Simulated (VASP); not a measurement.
Here is a VASP 6.6.1 calculation.

INCAR

```
  PREC = Accurate
  ENCUT = 600
  EDIFF = 1E-6
  ISMEAR = 0
  SIGMA = 0.1
  LREAL = False
  LASPH = True
  NELM = 100
  ALGO = Normal
  ISIF = 3
  LWAVE = False
  LCHARG = False
  GGA = PE
  IBRION = 2
  NSW = 100
  EDIFFG = -0.01
```

File KPOINTS:

```
regular mesh
0
Gamma
  8 8 8
```

File POSCAR:

```
Zr3PbW3
1.0
    5.5255811052      0.0000000000      0.0000000000
    0.0000000000      5.5255811052      0.0000000000
    0.0000000000      0.0000000000      5.5255811052
Zr Pb W
3 1 3
Direct
    0.5000000000      0.5000000000      0.0000000000
    0.0000000000      0.5000000000      0.5000000000
    0.5000000000      0.0000000000      0.5000000000
    0.5000000000      0.5000000000      0.5000000000
    0.5000000000      0.0000000000      0.0000000000
    0.0000000000      0.5000000000      0.0000000000
    0.0000000000      0.0000000000      0.5000000000
```

Potentials or basis: VASP PAW PBE potentials, release 64 (Zr_sv, Pb_d, W_sv).

The run is started by

```bash
$ cat potpaw_PBE.64/Zr_sv/POTCAR potpaw_PBE.64/Pb_d/POTCAR potpaw_PBE.64/W_sv/POTCAR > POTCAR
$ mpirun -np 1 vasp_std > vasp.out
```

**Question.** What does it give for the relaxed volume?

**Answer.** 23.98 Å³/atom.

**Question.** What does it give for the band gap on the k mesh?

**Answer.** Zero (band 46 reaches 7.61 eV, above the bottom of band 47 at 7.36 eV).

**Question.** What does it give for the space group after relaxing (to 0.05 Å)?

**Answer.** Pm-3m (No. 221).

Final structure:
```
CELL_PARAMETERS angstrom
5.51655 0.00000 0.00000
0.00000 5.51655 0.00000
0.00000 0.00000 5.51655
ATOMIC_POSITIONS crystal
Zr 0.50000 0.50000 0.00000
Zr 0.00000 0.50000 0.50000
Zr 0.50000 0.00000 0.50000
Pb 0.50000 0.50000 0.50000
W 0.50000 0.00000 0.00000
W 0.00000 0.50000 0.00000
W 0.00000 0.00000 0.50000
```

Caveat: spin-orbit coupling is left out, which moves the levels of the heavy elements.
